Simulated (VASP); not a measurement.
# ZrB2 (P6/mmm) in VASP: notebook

ZrB2 is run at these levels: LDA, r2SCAN; tasks: single point.

Program: VASP 6.6.1. These are calculated values, not measurements. Logs are shortened: lines on timing, memory, paths and dates and some standing lists are left out, and cuts for length are marked.

## Step 1: The cell of the first run

The structure is hexagonal, space group P6/mmm (No. 191). The conventional cell has a = 3.232 Å, b = 3.232 Å, c = 3.602 Å, α = 90.00°, β = 90.00°, γ = 120.00°. Zr (site symmetry 6/mmm) has 12 B at 2.59 Å and 6 Zr at 3.23 Å within 3.4 Å. Within 2.6 Å of B (site symmetry -6m2) lie 3 B at 1.87 Å and 6 Zr at 2.59 Å.

## Step 2: Single point, LDA

INCAR

```
ALGO = Normal ; EDIFF = 1E-6
ENCUT = 520 ; GGA = CA
ISIF = 2 ; ISMEAR = -1
LASPH = True ; LCHARG = False
LREAL = False ; LWAVE = False
NBANDS = 16 ; NELM = 80
PREC = Accurate ; SIGMA = 0.05
```

KPOINTS

```
k-points
0
Gamma
  10 10 8
```

POSCAR

```
ZrB2
1.0
    3.2321726471      0.0000000000      0.0000000000
   -1.6160863235      2.7991436218      0.0000000000
    0.0000000000      0.0000000000      3.6022921016
Zr B
1 2
Direct
    0.0000000000      0.0000000000      0.0000000000
    0.6666666667      0.3333333333      0.5000000000
    0.3333333333      0.6666666667      0.5000000000
```

Potentials or basis: VASP PAW LDA potentials, release 64 (Zr_sv, B).

Started as:

```sh
$ cat potpaw_LDA.64/Zr_sv/POTCAR potpaw_LDA.64/B/POTCAR > POTCAR
$ mpirun -np 1 vasp_std > vasp.out
```

OUTCAR:

```text
EDIFF = 1E-6
   ENCUT = 520
   GGA = CA
   ISIF = 2
   ISMEAR = -1
   LASPH = True
   LREAL = False
   NELM = 80
   PREC = Accurate

 ion  position               nearest neighbor table
   1  0.000  0.000  0.000-   2 2.59   3 2.59   2 2.59   3 2.59   3 2.59   3 2.59   2 2.59   2 2.59
                             2 2.59   2 2.59   3 2.59   3 2.59
   2  0.667  0.333  0.500-   3 1.87   3 1.87   3 1.87   1 2.59   1 2.59   1 2.59   1 2.59   1 2.59
                             1 2.59
   3  0.333  0.667  0.500-   2 1.87   2 1.87   2 1.87   1 2.59   1 2.59   1 2.59   1 2.59   1 2.59
                             1 2.59

  LATTYP: Found a hexagonal cell.
 ALAT       =     3.2321726471
 C/A-ratio  =     1.1145110410

  Lattice vectors:

 A1 = (   3.2321726471,   0.0000000000,   0.0000000000)
 A2 = (  -1.6160863235,   2.7991436218,   0.0000000000)
 A3 = (   0.0000000000,   0.0000000000,   3.6022921016)

Analysis of symmetry for initial positions (statically):
=====================================================================
 Subroutine PRICEL returns:
 Original cell was already a primitive cell.

 Routine SETGRP: Setting up the symmetry group for a
 hexagonal supercell.

 Subroutine GETGRP returns: Found 24 space group operations
 (whereof 24 operations were pure point group operations)
 out of a pool of 24 trial point group operations.

The static configuration has the point symmetry D_6h.

Analysis of symmetry for dynamics (positions and initial velocities):
=====================================================================
 Subroutine PRICEL returns:
 Original cell was already a primitive cell.

 Routine SETGRP: Setting up the symmetry group for a
 hexagonal supercell.

 Subroutine GETGRP returns: Found 24 space group operations
 (whereof 24 operations were pure point group operations)
 out of a pool of 24 trial point group operations.

The dynamic configuration has the point symmetry D_6h.

 Subroutine INISYM returns: Found 24 space group operations
 (whereof 24 operations are pure point group operations),
 and found     1 'primitive' translations

----------------------------------------------------------------------------------------

                                     Primitive cell

  volume of cell :      32.5911
[... 87 lines left out ...]
   LSORBIT =      F    spin-orbit coupling
   LASPH  =      T    aspherical Exc in radial PAW
   ENCUT  =  520.0 eV  38.22 Ry    6.18 a.u.   6.01  6.01  6.70*2*pi/ulx,y,z
   NELM   =     80;   NELMIN=  2; NELMDL= -5     # of ELM steps
   EDIFF  = 0.1E-05   stopping-criterion for ELM
   LREAL  =      F    real-space projection
   EDIFFG = 0.1E-04   stopping-criterion for IOM
   NSW    =      0    number of steps for IOM
   IBRION =     -1    ionic relax: 0-MD 1-quasi-New 2-CG
   NFREE  =      0    steps in history (QN), initial steepest desc. (CG)
   ISIF   =      2    stress and relaxation
   ISYM   =      2    0-nonsym 1-usesym 2-fastsym
   POTIM  = 0.5000    time-step for ionic-motion
   TEBEG  =    0.0;   TEEND  =   0.0 temperature during run
   PSTRESS=    0.0 pullay stress
   NELECT =      18.0000    total number of electrons
   NUPDOWN=      -1.0000    fix difference up-down
   EMIN   =  10.00;   EMAX   =-10.00  energy-range for DOS
   EFERMI =   0.00;   METHOD = LEGACY
   ISMEAR =    -1;   SIGMA  =   0.05  broadening in eV -4-tet -1-fermi 0-gaus
   EFERMI_NEDOS =   21; number of points for ismear=-14 and -15
   IALGO  =     38    algorithm
   IMIX   =      4    mixing-type and parameters
     AMIX     =   0.40;   BMIX     =  1.00
     AMIX_MAG =   1.60;   BMIX_MAG =  1.00
  volume/ion in A,a.u.               =      10.86        73.31
  Fermi-wavevector in a.u.,A,eV,Ry     =   1.343176  2.538234 24.546551  1.804121
  Thomas-Fermi vector in A             =   2.471270
   LORBIT       =      0    0 simple, 1 ext, 2 COOP (PROOUT), +10 PAW based schemes
   GGA     = CA    functional components
   LHFCALC =     F    Hartree Fock is set to
   AEXX    =    0.0000 exact exchange contribution
   IVDW    =     0    specifies the selected vdW correction
   LEPSILON=     F    determine dielectric tensor
   LRPA    =     F    only Hartree local field effects (RPA)
 non-spin polarized calculation
  energy-cutoff  :      520.00
  volume of cell :       32.59
 maximum number of plane-waves:       898
   NGX = 13   NGY = 13   NGZ = 13

 number of electron      18.0000000 magnetization

 Free energy of the ion-electron system (eV)
  ---------------------------------------------------
  ext. energy  EPLUGINS =         0.00000000
  ---------------------------------------------------
  free energy    TOTEN  =       -27.28675625 eV

  energy without entropy =      -27.28375072  energy(sigma->0) =      -27.28525349

 E-fermi :   9.7276     XC(G=0): -12.3191

 val. band max:        9.6888903899   @ k =   0.2000   0.2000   0.1250
 cond. band min:       9.8678613713   @ k =   0.0000   0.0000   0.2500
 fundamental gap:      0.1789709814
 Fermi energy:         9.7276487870

 k-point     1 :       0.0000    0.0000    0.0000
  band No.  band energies     occupation
      1     -38.7192      2.00000
      2     -17.0244      2.00000
      3     -16.5471      2.00000
      4     -16.5471      2.00000
      5      -2.4704      2.00000
      6       7.3062      2.00000
[... 433 lines left out ...]
      3     -16.9187      2.00000
      4     -16.7660      2.00000
      5       0.8545      2.00000
      6       2.0884      2.00000
[... 8 lines left out ...]
     15      17.4983      0.00000
     16      19.2669      0.00000

 [... further k-points ...]

------------------------ aborting loop because EDIFF is reached ----------------------------------------

  FORCE on cell =-STRESS in cart. coord.  units (eV):
  Direction    XX          YY          ZZ          XY          YZ          ZX
  --------------------------------------------------------------------------------------
  -------------------------------------------------------------------------------------
  Total       -4.2347516     -4.2347516     -3.8142642     -0.0000000      0.0000000     -0.0000000
  in kB     -208.1804144   -208.1804144   -187.5092517     -0.0000000      0.0000000     -0.0000000
  external PRESSURE =    -201.2900268 kB  Pullay stress =       0.0000000 kB

 VOLUME and BASIS-vectors are now :
 -----------------------------------------------------------------------------
  energy-cutoff  :      520.00
  volume of cell :       32.59
      direct lattice vectors                 reciprocal lattice vectors
     3.232172647  0.000000000  0.000000000     0.309389414  0.178626061  0.000000000
    -1.616086324  2.799143622  0.000000000     0.000000000  0.357252122  0.000000000
     0.000000000  0.000000000  3.602292102     0.000000000  0.000000000  0.277601031

 POSITION                                       TOTAL-FORCE (eV/Angst)
 -----------------------------------------------------------------------------------
      0.00000      0.00000      0.00000        -0.000000      0.000000      0.000000
      1.61609      0.93305      1.80115        -0.000000      0.000000     -0.000000
     -0.00000      1.86610      1.80115         0.000000     -0.000000      0.000000
 -----------------------------------------------------------------------------------
    total drift:                               -0.000000      0.000000      0.000000

  FREE ENERGIE OF THE ION-ELECTRON SYSTEM (eV)
  ---------------------------------------------------
  free  energy   TOTEN  =       -27.2867562519 eV

  energy  without entropy=      -27.2837507188  energy(sigma->0) =      -27.28525349
```

Wall time 31 s (1 thread of Intel Xeon 8259CL, shared host); peak memory 0.16 GiB.

What came out:

```
Free energy            : -27.2868 eV
Pressure               : -20.1 GPa
Band gap on the k mesh : zero (bands 9 and 10 overlap by 0.74 eV)
```

Caveat: the cell stands under tension.

## Step 3: Single point, r2SCAN

This run uses another cell than the first one, of 9.84 Å³/atom.

POSCAR

```
ZrB2
1.0
    3.1271569103      0.0000000000      0.0000000000
   -1.5635784551      2.7081973259      0.0000000000
    0.0000000000      0.0000000000      3.4852509034
Zr B
1 2
Direct
    0.0000000000      0.0000000000      0.0000000000
    0.6666666667      0.3333333333      0.5000000000
    0.3333333333      0.6666666667      0.5000000000
```

INCAR.step1

```
SYSTEM = ZrB2
PREC = Accurate ; ENCUT = 520
ISMEAR = -1 ; SIGMA = 0.05
LREAL = .FALSE. ; LASPH = .TRUE.
NELM = 60 ; NBANDS = 16
GGA = PE ; ALGO = Normal
EDIFF = 1E-4 ; LWAVE = .TRUE.
LCHARG = .FALSE.
```

INCAR.step2

```
SYSTEM = ZrB2
PREC = Accurate ; ENCUT = 520
EDIFF = 1E-6 ; ISMEAR = -1
SIGMA = 0.05 ; LREAL = .FALSE.
LASPH = .TRUE. ; NELM = 60
ALGO = Normal ; ISIF = 2
LWAVE = .FALSE. ; LCHARG = .FALSE.
METAGGA = R2SCAN ; LMIXTAU = .TRUE.
NBANDS = 16 ; ISTART = 1
```

KPOINTS

```
Automatic mesh
0
G
  10 10 8
  0 0 0
```

Potentials or basis: VASP PAW PBE potentials, release 64 (Zr_sv, B).

Started as:

```sh
$ cat potpaw_PBE.64/Zr_sv/POTCAR potpaw_PBE.64/B/POTCAR > POTCAR
$ cp INCAR.step1 INCAR
$ mpirun -np 1 vasp_std > vasp.out
$ cp INCAR.step2 INCAR
$ mpirun -np 1 vasp_std > vasp.out
```

OUTCAR:

```text
SYSTEM = ZrB2
   PREC = Accurate
   ENCUT = 520
   EDIFF = 1E-6
   ISMEAR = -1
   LREAL = .FALSE.
   LASPH = .TRUE.
   NELM = 60
   ISIF = 2
   METAGGA = R2SCAN
   ISTART = 1

 ion  position               nearest neighbor table
   1  0.000  0.000  0.000-   2 2.51   3 2.51   2 2.51   3 2.51   3 2.51   3 2.51   2 2.51   2 2.51
                             2 2.51   2 2.51   3 2.51   3 2.51
   2  0.667  0.333  0.500-   3 1.81   3 1.81   3 1.81   1 2.51   1 2.51   1 2.51   1 2.51   1 2.51
                             1 2.51
   3  0.333  0.667  0.500-   2 1.81   2 1.81   2 1.81   1 2.51   1 2.51   1 2.51   1 2.51   1 2.51
                             1 2.51

  LATTYP: Found a hexagonal cell.
 ALAT       =     3.1271569103
 C/A-ratio  =     1.1145110410

  Lattice vectors:

 A1 = (   3.1271569103,   0.0000000000,   0.0000000000)
 A2 = (  -1.5635784551,   2.7081973259,   0.0000000000)
 A3 = (   0.0000000000,   0.0000000000,   3.4852509034)

Analysis of symmetry for initial positions (statically):
=====================================================================
 Subroutine PRICEL returns:
 Original cell was already a primitive cell.

 Routine SETGRP: Setting up the symmetry group for a
 hexagonal supercell.

 Subroutine GETGRP returns: Found 24 space group operations
 (whereof 24 operations were pure point group operations)
 out of a pool of 24 trial point group operations.

The static configuration has the point symmetry D_6h.

Analysis of symmetry for dynamics (positions and initial velocities):
=====================================================================
 Subroutine PRICEL returns:
 Original cell was already a primitive cell.

 Routine SETGRP: Setting up the symmetry group for a
 hexagonal supercell.

 Subroutine GETGRP returns: Found 24 space group operations
 (whereof 24 operations were pure point group operations)
 out of a pool of 24 trial point group operations.

The dynamic configuration has the point symmetry D_6h.

 Subroutine INISYM returns: Found 24 space group operations
 (whereof 24 operations are pure point group operations),
 and found     1 'primitive' translations

----------------------------------------------------------------------------------------

                                     Primitive cell

  volume of cell :      29.5164

  direct lattice vectors                    reciprocal lattice vectors
     3.127156910  0.000000000  0.000000000     0.319779285  0.184624656  0.000000000
    -1.563578455  2.708197326  0.000000000     0.000000000  0.369249312  0.000000000
     0.000000000  0.000000000  3.485250903     0.000000000  0.000000000  0.286923389

  length of vectors
     3.127156910  3.127156910  3.485250903     0.369249312  0.369249312  0.286923389

  position of ions in fractional coordinates (direct lattice)
     0.000000000  0.000000000  0.000000000
     0.666666667  0.333333333  0.500000000
     0.333333333  0.666666667  0.500000000

  ion indices of the primitive-cell ions
   primitive index   ion index
                 1           1
                 2           2
                 3           3

[... 23 lines left out ...]

 Found     70 irreducible k-points:

 Following reciprocal coordinates:
            Coordinates               Weight
  0.000000  0.000000  0.000000      1.000000
  0.100000  0.000000  0.000000      6.000000
  0.200000  0.000000  0.000000      6.000000
  0.300000 -0.000000  0.000000      6.000000
  0.400000  0.000000  0.000000      6.000000
  0.500000 -0.000000  0.000000      3.000000
[... 16 lines left out ...]
  0.300000  0.100000  0.125000     24.000000
  0.400000  0.100000  0.125000     24.000000
 [... further k-points ...]
   k-points           NKPTS =     70   k-points in BZ     NKDIM =     70   number of bands    NBANDS=     16
   number of dos      NEDOS =    301   number of ions     NIONS =      3
   total plane-waves  NPLWV =  16128
   dimension x,y,z NGX =    24 NGY =   24 NGZ =   28
   dimension x,y,z NGXF=    48 NGYF=   48 NGZF=   56
   ions per type =               1   2
   NGX,Y,Z   is equivalent  to a cutoff of  12.76, 12.76, 13.36 a.u.
   NGXF,Y,Z  is equivalent  to a cutoff of  25.52, 25.52, 26.71 a.u.
 SYSTEM =  ZrB2
   PREC   = accura    normal or accurate (medium, high low for compatibility)
   ISTART =      1    job   : 0-new  1-cont  2-samecut
   ICHARG =      0    charge: 1-file 2-atom 10-const
   ISPIN  =      1    spin polarized calculation?
   LNONCOLLINEAR =      F non collinear calculations
   LSORBIT =      F    spin-orbit coupling
   LASPH  =      T    aspherical Exc in radial PAW
   ENCUT  =  520.0 eV  38.22 Ry    6.18 a.u.   5.81  5.81  6.48*2*pi/ulx,y,z
   NELM   =     60;   NELMIN=  2; NELMDL=  0     # of ELM steps
   EDIFF  = 0.1E-05   stopping-criterion for ELM
   LREAL  =      F    real-space projection
   EDIFFG = 0.1E-04   stopping-criterion for IOM
   NSW    =      0    number of steps for IOM
   IBRION =     -1    ionic relax: 0-MD 1-quasi-New 2-CG
   NFREE  =      0    steps in history (QN), initial steepest desc. (CG)
   ISIF   =      2    stress and relaxation
   ISYM   =      2    0-nonsym 1-usesym 2-fastsym
   POTIM  = 0.5000    time-step for ionic-motion
   TEBEG  =    0.0;   TEEND  =   0.0 temperature during run
   PSTRESS=    0.0 pullay stress
   NELECT =      18.0000    total number of electrons
   NUPDOWN=      -1.0000    fix difference up-down
   EMIN   =  10.00;   EMAX   =-10.00  energy-range for DOS
   EFERMI =   0.00;   METHOD = LEGACY
   ISMEAR =    -1;   SIGMA  =   0.05  broadening in eV -4-tet -1-fermi 0-gaus
   EFERMI_NEDOS =   21; number of points for ismear=-14 and -15
   IALGO  =     38    algorithm
   IMIX   =      4    mixing-type and parameters
     AMIX     =   0.40;   BMIX     =  1.00
     AMIX_MAG =   1.60;   BMIX_MAG =  1.00
  volume/ion in A,a.u.               =       9.84        66.40
  Fermi-wavevector in a.u.,A,eV,Ry     =   1.388282  2.623472 26.222870  1.927327
  Thomas-Fermi vector in A             =   2.512423
   LORBIT       =      0    0 simple, 1 ext, 2 COOP (PROOUT), +10 PAW based schemes
   METAGGA = R2SCAN    functional components
   LHFCALC =     F    Hartree Fock is set to
   AEXX    =    0.0000 exact exchange contribution
   IVDW    =     0    specifies the selected vdW correction
   LEPSILON=     F    determine dielectric tensor
   LRPA    =     F    only Hartree local field effects (RPA)
 non-spin polarized calculation
  energy-cutoff  :      520.00
  volume of cell :       29.52
 maximum number of plane-waves:       816
 NGX is ok and might be reduce to    24
   NGX = 11   NGY = 11   NGZ = 13

 number of electron      18.0000000 magnetization

 Free energy of the ion-electron system (eV)
  ---------------------------------------------------
  ext. energy  EPLUGINS =         0.00000000
  ---------------------------------------------------
  free energy    TOTEN  =       -40.58556244 eV

  energy without entropy =      -40.58284817  energy(sigma->0) =      -40.58420531

 E-fermi :  11.0160     XC(G=0): -13.5925

 val. band max:       10.9899502410   @ k =   0.2000   0.2000   0.1250
 cond. band min:      11.1821070325   @ k =   0.1000   0.0000   0.5000
 fundamental gap:      0.1921567915
 Fermi energy:        11.0159766813

 k-point     1 :       0.0000    0.0000    0.0000
  band No.  band energies     occupation
      1     -39.1707      2.00000
      2     -16.6861      2.00000
      3     -16.0527      2.00000
      4     -16.0527      2.00000
      5      -2.7335      2.00000
      6       8.2293      2.00000
[... 433 lines left out ...]
      3     -16.5221      2.00000
      4     -16.3637      2.00000
      5       1.0318      2.00000
      6       2.3845      2.00000
[... 8 lines left out ...]
     15      20.2602      0.00000
     16      22.1608      0.00000

 [... further k-points ...]

------------------------ aborting loop because EDIFF is reached ----------------------------------------

  FORCE on cell =-STRESS in cart. coord.  units (eV):
  Direction    XX          YY          ZZ          XY          YZ          ZX
  --------------------------------------------------------------------------------------
  -------------------------------------------------------------------------------------
  Total        2.0712721      2.0712721      2.3922322      0.0000000      0.0000000      0.0000000
  in kB      112.4303874    112.4303874    129.8523737      0.0000000      0.0000000      0.0000000
  external PRESSURE =     118.2377162 kB  Pullay stress =       0.0000000 kB

 VOLUME and BASIS-vectors are now :
 -----------------------------------------------------------------------------
  energy-cutoff  :      520.00
  volume of cell :       29.52
      direct lattice vectors                 reciprocal lattice vectors
     3.127156910  0.000000000  0.000000000     0.319779285  0.184624656  0.000000000
    -1.563578455  2.708197326  0.000000000     0.000000000  0.369249312  0.000000000
     0.000000000  0.000000000  3.485250903     0.000000000  0.000000000  0.286923389

 POSITION                                       TOTAL-FORCE (eV/Angst)
 -----------------------------------------------------------------------------------
      0.00000      0.00000      0.00000         0.000000      0.000000      0.000000
      1.56358      0.90273      1.74263         0.000000     -0.000000      0.000000
     -0.00000      1.80546      1.74263        -0.000000      0.000000      0.000000
 -----------------------------------------------------------------------------------
    total drift:                               -0.000000      0.000000     -0.000000

  FREE ENERGIE OF THE ION-ELECTRON SYSTEM (eV)
  ---------------------------------------------------
  free  energy   TOTEN  =       -40.5855624420 eV

  energy  without entropy=      -40.5828481749  energy(sigma->0) =      -40.58420531
```

Run time: 2.1 min. Hardware: 1 thread of Intel Xeon 8259CL, shared host; peak memory 0.17 GiB.

What came out:

| Property | Result |
| --- | --- |
| Free energy | -40.5856 eV |
| Pressure | 11.8 GPa |
| Band gap on the k mesh | zero (bands 9 and 10 overlap by 0.91 eV) |

Stress tensor (GPa, compression positive):
```
11.24  0.00  0.00
 0.00 11.24  0.00
 0.00  0.00 12.99
```

Caveat: the cell stands under pressure; the PAW data sets were made with another functional, which shifts forces and pressure a little.
